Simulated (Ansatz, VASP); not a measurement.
# One calculation of S, two programs

```
S
1.0
     0.00000    2.76983    2.76983
     2.76983    0.00000    2.76983
     2.76983    2.76983    0.00000
S
2
Direct
  0.78500 0.90500 0.90500
  0.21500 0.09500 0.09500
```

Change from the starting cell: shortest bond scaled by 0.76, LAPW.

Alike in both runs: task single point; functional PBE; k mesh 9 × 9 × 9; occupations fermi-dirac, width 0.05 eV; no spin polarisation.

```csv
,VASP,Ansatz
version,VASP 6.6.1,Ansatz 0.2.0
potentials or method,"VASP PAW PBE potentials, release 64 (S), cutoff 520 eV","all-electron LAPW, scalar-relativistic"
```

```tsv
	VASP	Ansatz	Ansatz less VASP
pressure (GPa)	16.8	17.5	+0.79
traceless stress, the component that is largest in VASP (GPa)	-7.01	-7.84	-0.829
rms of the force components (eV/Å)	1.398	1.596	+0.1980
```

Atom by atom the forces differ by 0.198 eV/Å (rms over components). Ansatz ran all-electron here, and VASP with PAW potentials.
